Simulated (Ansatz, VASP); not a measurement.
Two plane-wave programs on TaMnB4

```
CELL_PARAMETERS angstrom
3.01094 0.00000 0.00000
-1.50547 2.60755 0.00000
0.00000 0.00000 6.36142
ATOMIC_POSITIONS crystal
Ta 0.00000 0.00000 0.50000
Mn 0.00000 0.00000 0.00000
B 0.33333 0.66667 0.74380
B 0.33333 0.66667 0.25620
B 0.66667 0.33333 0.74380
B 0.66667 0.33333 0.25620
```

Change from the starting cell: species swapped into the TiB4Mo type (P6/mmm, No. 191).

Alike in both runs: task relaxation of cell and atoms; functional PBE; k mesh 6 × 6 × 4; occupations gaussian, width 0.1 eV; collinear spin.

```csv
,VASP,Ansatz
version,VASP 6.6.1,Ansatz 0.2.0
potentials or method,"VASP PAW PBE potentials, release 64 (Ta_pv, Mn_pv, B), cutoff 600 eV","scalar-relativistic, plane waves, PAW"
valence electrons in the cell,36,40
```

Ansatz gave:

```
gap on the k mesh at the Fermi level, each at its own relaxed structure (eV) : none
net moment per atom (μB)                                                     : 0.42
size of the moment on the site where the two differ most (μB)                : 2.35
relaxed volume (Å³/atom)                                                     : 8.49
relaxed length of the cell vector where the two differ most in proportion (Å)              : 6.344
```

Question: What did VASP give for the same quantities?

Answer: gap on the k mesh at the Fermi level, each at its own relaxed structure (eV): none; net moment per atom (μB): 0.42; size of the moment on the site where the two differ most (μB): 2.45; relaxed volume (Å³/atom): 8.48; relaxed length of the cell vector where the two differ most in proportion (Å): 6.339.

Site moments also hang on the region over which each program counts them. A gap of «none» marks a metal or a gap that the smearing closes. VASP's potentials hold 36 valence electrons a cell and Ansatz's 40, so a difference there can come from the potentials and not from the codes.

The k mesh is coarse, so the values compare programs but aren't converged. Neither program's run includes spin-orbit coupling.
